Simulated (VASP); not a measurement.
# InSe (P2/m) in VASP: single point with PBEsol

Aim: the single point of InSe with PBEsol.

Program: VASP 6.6.1. These are calculated values, not measurements. Logs are shortened: lines on timing, memory, paths and dates and some standing lists are left out, and cuts for length are marked.

### 1 The cell of the first run

It takes space group P2/m (No. 10, monoclinic). The conventional cell has a = 4.564 Å, b = 4.111 Å, c = 11.152 Å, α = 90.00°, β = 99.60°, γ = 90.00°. In (site symmetry m) has 5 Se at 2.67 to 3.56 Å and 3 In at 2.79 to 3.73 Å within 3.8 Å. In (site symmetry m) has 7 Se at 2.67 to 3.65 Å and 3 In at 2.73 to 3.73 Å within 3.8 Å. Se (site symmetry m) has 7 In at 2.67 to 3.65 Å and 2 Se at 3.58 Å within 3.7 Å. Within 3.6 Å of Se (site symmetry m) lie 5 In at 2.67 to 3.56 Å and 3 Se at 3.40 to 3.58 Å.

### 2 Single point, PBEsol (the part above a cut slid along it)

Input file INCAR:

```
ALGO = Fast
EDIFF = 1E-6
ENCUT = 520
GGA = PS
ISIF = 2
ISMEAR = 0
LASPH = True
LCHARG = True
LELF = True
LREAL = False
LVHAR = True
LWAVE = False
NBANDS = 48
NELM = 80
PREC = Accurate
SIGMA = 0.05
```

Input file KPOINTS:

```
k-points
0
Gamma
  6 7 3
```

Input file POSCAR:

```
InSe
1.0
    1.6051187225      0.0000000000     -4.2720903381
    0.0000000000      4.1105485099      0.0000000000
   10.9472935517      0.0000000000      2.1254553892
In Se
4 4
Direct
    0.6638474018      0.0000000000      0.3858026583
   -0.0861525981      0.5000000000      0.8858026583
   -0.1638474018      0.0000000000      0.6141973417
    0.5861525982      0.5000000000      0.1141973417
   -0.0601261604      0.0000000000      0.1547212196
    0.1898738396      0.5000000000      0.6547212196
    0.5601261604      0.0000000000      0.8452787804
    0.3101261604      0.5000000000      0.3452787804
```

Potentials or basis: VASP PAW PBE potentials, release 64 (In_d, Se).

Run with:

```sh
> cat potpaw_PBE.64/In_d/POTCAR potpaw_PBE.64/Se/POTCAR > POTCAR
> mpirun -np 1 vasp_std > vasp.out
```

OUTCAR:

```text
EDIFF = 1E-6
   ENCUT = 520
   GGA = PS
   ISIF = 2
   ISMEAR = 0
   LASPH = True
   LREAL = False
   NELM = 80
   PREC = Accurate

 ion  position               nearest neighbor table
   1  0.664  0.000  0.386-   5 2.67   8 2.70   8 2.70   3 2.79   4 3.73   4 3.73
   2  0.914  0.500  0.886-   6 2.67   7 2.70   7 2.70   4 2.73   3 3.73   3 3.73
   3  0.836  0.000  0.614-   7 2.67   6 2.70   6 2.70   1 2.79   2 3.73   2 3.73
   4  0.586  0.500  0.114-   8 2.67   5 2.70   5 2.70   2 2.73   1 3.73   1 3.73
   5  0.940  0.000  0.155-   1 2.67   4 2.70   4 2.70
   6  0.190  0.500  0.655-   2 2.67   3 2.70   3 2.70
   7  0.560  0.000  0.845-   3 2.67   2 2.70   2 2.70
   8  0.310  0.500  0.345-   4 2.67   1 2.70   1 2.70

  LATTYP: Found a simple monoclinic cell.
 ALAT       =     4.5636785568
 B/A-ratio  =     0.9007094734
 C/A-ratio  =     2.4435807804
 COS(beta)  =    -0.1668518850

  Lattice vectors:

 A1 = (   1.6051187225,   0.0000000000,  -4.2720903381)
 A2 = (   0.0000000000,  -4.1105485099,   0.0000000000)
 A3 = ( -10.9472935517,   0.0000000000,  -2.1254553892)

Analysis of symmetry for initial positions (statically):
=====================================================================
 Subroutine PRICEL returns:
 Original cell was already a primitive cell.

 Routine SETGRP: Setting up the symmetry group for a
 simple monoclinic supercell.

 Subroutine GETGRP returns: Found  4 space group operations
 (whereof  2 operations were pure point group operations)
 out of a pool of  4 trial point group operations.

The static configuration has the point symmetry C_1h.
 The point group associated with its full space group is C_2h.

Analysis of symmetry for dynamics (positions and initial velocities):
=====================================================================
 Subroutine PRICEL returns:
 Original cell was already a primitive cell.

 Routine SETGRP: Setting up the symmetry group for a
 simple monoclinic supercell.

 Subroutine GETGRP returns: Found  4 space group operations
 (whereof  2 operations were pure point group operations)
 out of a pool of  4 trial point group operations.

The dynamic configuration has the point symmetry C_1h.
 The point group associated with its full space group is C_2h.

 Subroutine INISYM returns: Found  4 space group operations
 (whereof  2 operations are pure point group operations),
 and found     1 'primitive' translations

----------------------------------------------------------------------------------------

                                     Primitive cell

  volume of cell :     206.2650

  direct lattice vectors                    reciprocal lattice vectors
     1.605118723  0.000000000 -4.272090338     0.042357101  0.000000000 -0.218162949
     0.000000000  4.110548510  0.000000000     0.000000000  0.243276535  0.000000000
    10.947293552  0.000000000  2.125455389     0.085136278  0.000000000  0.031987580

  length of vectors
     4.563678557  4.110548510 11.151717209     0.222236802  0.243276535  0.090947189

  position of ions in fractional coordinates (direct lattice)
     0.663847402  0.000000000  0.385802658
     0.913847402  0.500000000  0.885802658
     0.836152598  0.000000000  0.614197342
     0.586152598  0.500000000  0.114197342
     0.939873840  0.000000000  0.154721220
     0.189873840  0.500000000  0.654721220
     0.560126160  0.000000000  0.845278780
     0.310126160  0.500000000  0.345278780

  ion indices of the primitive-cell ions
   primitive index   ion index
                 1           1
                 2           2
                 3           3
                 4           4
                 5           5
                 6           6
                 7           7
                 8           8

----------------------------------------------------------------------------------------

 KPOINTS: k-points

Automatic generation of k-mesh.
 Grid dimensions read from file:
 generate k-points for:    6    7    3

 Generating k-lattice:

  Cartesian coordinates                     Fractional coordinates (reciprocal lattice)
     0.007059517  0.000000000 -0.036360491     0.166666667  0.000000000 -0.000000000
     0.000000000  0.034753791  0.000000000     0.000000000  0.142857143  0.000000000
     0.028378759  0.000000000  0.010662527    -0.000000000  0.000000000  0.333333333

  Length of vectors
     0.037039467  0.034753791  0.030315730

  Shift w.r.t. Gamma in fractional coordinates (k-lattice)
     0.000000000  0.000000000  0.000000000

 Subroutine IBZKPT returns following result:
 ===========================================

 Found     40 irreducible k-points:

 Following reciprocal coordinates:
            Coordinates               Weight
  0.000000  0.000000  0.000000      1.000000
  0.166667  0.000000 -0.000000      2.000000
  0.333333  0.000000  0.000000      2.000000
  0.500000  0.000000  0.000000      1.000000
  0.000000  0.142857  0.000000      2.000000
  0.166667  0.142857 -0.000000      4.000000
[... 16 lines left out ...]
  0.000000  0.142857  0.333333      4.000000
  0.166667  0.142857  0.333333      4.000000
 [... further k-points ...]
   k-points           NKPTS =     40   k-points in BZ     NKDIM =     40   number of bands    NBANDS=     48
   number of dos      NEDOS =    301   number of ions     NIONS =      8
   total plane-waves  NPLWV =  96768
   dimension x,y,z NGX =    36 NGY =   32 NGZ =   84
   dimension x,y,z NGXF=    72 NGYF=   64 NGZF=  168
   ions per type =               4   4
   NGX,Y,Z   is equivalent  to a cutoff of  13.11, 12.94, 12.52 a.u.
   NGXF,Y,Z  is equivalent  to a cutoff of  26.23, 25.88, 25.04 a.u.
 SYSTEM =  unknown system
   PREC   = accura    normal or accurate (medium, high low for compatibility)
   ISTART =      0    job   : 0-new  1-cont  2-samecut
   ICHARG =      2    charge: 1-file 2-atom 10-const
   ISPIN  =      1    spin polarized calculation?
   LNONCOLLINEAR =      F non collinear calculations
   LSORBIT =      F    spin-orbit coupling
   LASPH  =      T    aspherical Exc in radial PAW
   ENCUT  =  520.0 eV  38.22 Ry    6.18 a.u.   8.49  7.64 20.73*2*pi/ulx,y,z
   NELM   =     80;   NELMIN=  2; NELMDL= -5     # of ELM steps
   EDIFF  = 0.1E-05   stopping-criterion for ELM
   LREAL  =      F    real-space projection
   EDIFFG = 0.1E-04   stopping-criterion for IOM
   NSW    =      0    number of steps for IOM
   IBRION =     -1    ionic relax: 0-MD 1-quasi-New 2-CG
   NFREE  =      0    steps in history (QN), initial steepest desc. (CG)
   ISIF   =      2    stress and relaxation
   ISYM   =      2    0-nonsym 1-usesym 2-fastsym
   POTIM  = 0.5000    time-step for ionic-motion
   TEBEG  =    0.0;   TEEND  =   0.0 temperature during run
   PSTRESS=    0.0 pullay stress
   NELECT =      76.0000    total number of electrons
   NUPDOWN=      -1.0000    fix difference up-down
   EMIN   =  10.00;   EMAX   =-10.00  energy-range for DOS
   EFERMI =   0.00;   METHOD = LEGACY
   ISMEAR =     0;   SIGMA  =   0.05  broadening in eV -4-tet -1-fermi 0-gaus
   EFERMI_NEDOS =   21; number of points for ismear=-14 and -15
   IALGO  =     68    algorithm
   IMIX   =      4    mixing-type and parameters
     AMIX     =   0.40;   BMIX     =  1.00
     AMIX_MAG =   1.60;   BMIX_MAG =  1.00
  volume/ion in A,a.u.               =      25.78       173.99
  Fermi-wavevector in a.u.,A,eV,Ry     =   1.173647  2.217871 18.741310  1.377447
  Thomas-Fermi vector in A             =   2.310057
   LORBIT       =      0    0 simple, 1 ext, 2 COOP (PROOUT), +10 PAW based schemes
   GGA     = PS    functional components
   LHFCALC =     F    Hartree Fock is set to
   AEXX    =    0.0000 exact exchange contribution
   IVDW    =     0    specifies the selected vdW correction
   LEPSILON=     F    determine dielectric tensor
   LRPA    =     F    only Hartree local field effects (RPA)
 non-spin polarized calculation
 RMM-DIIS sequential band-by-band and
 Gauss-broadening in eV      SIGMA  =   0.05
  energy-cutoff  :      520.00
  volume of cell :      206.27
 maximum number of plane-waves:      5594
 NGX is ok and might be reduce to    36
   NGX = 17   NGY = 15   NGZ = 41

 number of electron      75.9999994 magnetization

 Free energy of the ion-electron system (eV)
  ---------------------------------------------------
  ext. energy  EPLUGINS =         0.00000000
  ---------------------------------------------------
  free energy    TOTEN  =       -29.80969394 eV

  energy without entropy =      -29.80456295  energy(sigma->0) =      -29.80712844

 E-fermi :   5.1049     XC(G=0):  -9.8224

 val. band max:        5.1042210545   @ k =   0.0000   0.1429   0.0000
 cond. band min:       5.1739779996   @ k =   0.5000   0.1429   0.0000
 fundamental gap:      0.0697569451
 Fermi energy:         5.1048546409

 k-point     1 :       0.0000    0.0000    0.0000
  band No.  band energies     occupation
      1      -9.8598      2.00000
      2      -9.6326      2.00000
      3      -9.6043      2.00000
      4      -9.4283      2.00000
      5      -9.4265      2.00000
      6      -9.3746      2.00000
[... 40 lines left out ...]
     47      10.2005      0.00000
     48      10.3867      0.00000

 k-point     2 :       0.1667    0.0000   -0.0000
  band No.  band energies     occupation
      1      -9.8594      2.00000
      2      -9.6325      2.00000
      3      -9.6035      2.00000
      4      -9.4276      2.00000
      5      -9.4265      2.00000
      6      -9.3742      2.00000
[... 40 lines left out ...]
     47       9.6542      0.00000
     48      10.2001      0.00000

 k-point     3 :       0.3333    0.0000    0.0000
  band No.  band energies     occupation
      1      -9.8592      2.00000
      2      -9.6309      2.00000
      3      -9.6022      2.00000
      4      -9.4299      2.00000
      5      -9.4217      2.00000
      6      -9.3742      2.00000
[... 40 lines left out ...]
     47       9.5202      0.00000
     48      10.1471      0.00000

 k-point     4 :       0.5000    0.0000    0.0000
  band No.  band energies     occupation
      1      -9.8593      2.00000
      2      -9.6296      2.00000
      3      -9.6014      2.00000
      4      -9.4311      2.00000
      5      -9.4191      2.00000
      6      -9.3743      2.00000
[... 958 lines left out ...]
     47       9.7834      0.00000
     48       9.8666      0.00000

 k-point    23 :       0.0000    0.1429    0.3333
  band No.  band energies     occupation
      1      -9.8500      2.00000
      2      -9.6614      2.00000
      3      -9.5485      2.00000
      4      -9.4746      2.00000
      5      -9.4264      2.00000
      6      -9.3946      2.00000
[... 40 lines left out ...]
     47       9.9345      0.00000
     48      10.2500      0.00000

 k-point    24 :       0.1667    0.1429    0.3333
  band No.  band energies     occupation
      1      -9.8571      2.00000
      2      -9.6593      2.00000
      3      -9.5522      2.00000
      4      -9.4715      2.00000
      5      -9.4256      2.00000
      6      -9.4012      2.00000
[... 40 lines left out ...]
     47       9.7963      0.00000
     48      10.1909      0.00000

 [... further k-points ...]

------------------------ aborting loop because EDIFF is reached ----------------------------------------

  FORCE on cell =-STRESS in cart. coord.  units (eV):
  Direction    XX          YY          ZZ          XY          YZ          ZX
  --------------------------------------------------------------------------------------
  -------------------------------------------------------------------------------------
  Total        3.8486003      2.8884302     -0.9054037      0.0000000      0.0000000      0.1208783
  in kB       29.8942624     22.4360766     -7.0327841      0.0000000      0.0000000      0.9389302
  external PRESSURE =      15.0991850 kB  Pullay stress =       0.0000000 kB

 VOLUME and BASIS-vectors are now :
 -----------------------------------------------------------------------------
  energy-cutoff  :      520.00
  volume of cell :      206.27
      direct lattice vectors                 reciprocal lattice vectors
     1.605118723  0.000000000 -4.272090338     0.042357101  0.000000000 -0.218162949
     0.000000000  4.110548510  0.000000000     0.000000000  0.243276535  0.000000000
    10.947293552  0.000000000  2.125455389     0.085136278  0.000000000  0.031987580

 POSITION                                       TOTAL-FORCE (eV/Angst)
 -----------------------------------------------------------------------------------
      5.28905      0.00000     -2.01601         0.020313      0.000000     -0.123006
     11.16398      2.05527     -2.02130        -0.605266      0.000000     -0.400200
      8.06592      0.00000     -2.26667        -0.020313      0.000000      0.123006
      2.19100      2.05527     -2.26138         0.605266      0.000000      0.400200
      3.20239      0.00000     -3.68637         0.572148      0.000000     -0.227484
      7.47220      2.05527      0.58042        -0.082193      0.000000     -0.120327
     10.15258      0.00000     -0.59631        -0.572148      0.000000      0.227484
      4.27766      2.05527     -0.59101         0.082193      0.000000      0.120327
 -----------------------------------------------------------------------------------
    total drift:                               -0.000000     -0.000000      0.000000

  FREE ENERGIE OF THE ION-ELECTRON SYSTEM (eV)
  ---------------------------------------------------
  free  energy   TOTEN  =       -29.8096939389 eV

  energy  without entropy=      -29.8045629460  energy(sigma->0) =      -29.80712844
```

Run time: 17 min. Hardware: 1 thread of Oxide Virtual Turin-like, shared host; peak memory 0.44 GiB.

What came out:

```yaml
Free_energy: -29.8097 eV
Pressure: 1.5 GPa
Largest_force: 0.726 eV/Å
Band_gap_on_the_k_mesh: zero (bands 38 and 39 overlap by 0.82 eV)
```

Forces in eV/Å, atoms in the order of the input:
```
In   0.020  0.000 -0.123
In  -0.605  0.000 -0.400
In  -0.020  0.000  0.123
In   0.605  0.000  0.400
Se   0.572  0.000 -0.227
Se  -0.082  0.000 -0.120
Se  -0.572  0.000  0.227
Se   0.082  0.000  0.120
```

Stress tensor (GPa, compression positive):
```
 2.99  0.00  0.09
 0.00  2.24  0.00
 0.09  0.00 -0.70
```

Caveat: the cell differs from its parent crystal (the part above a cut slid along it); the PAW data sets were made with another functional, which shifts forces and pressure a little; spin-orbit coupling is left out, which moves the levels of the heavy elements.

The gap in the log of VASP goes by the Fermi energy; the results here count the filled bands.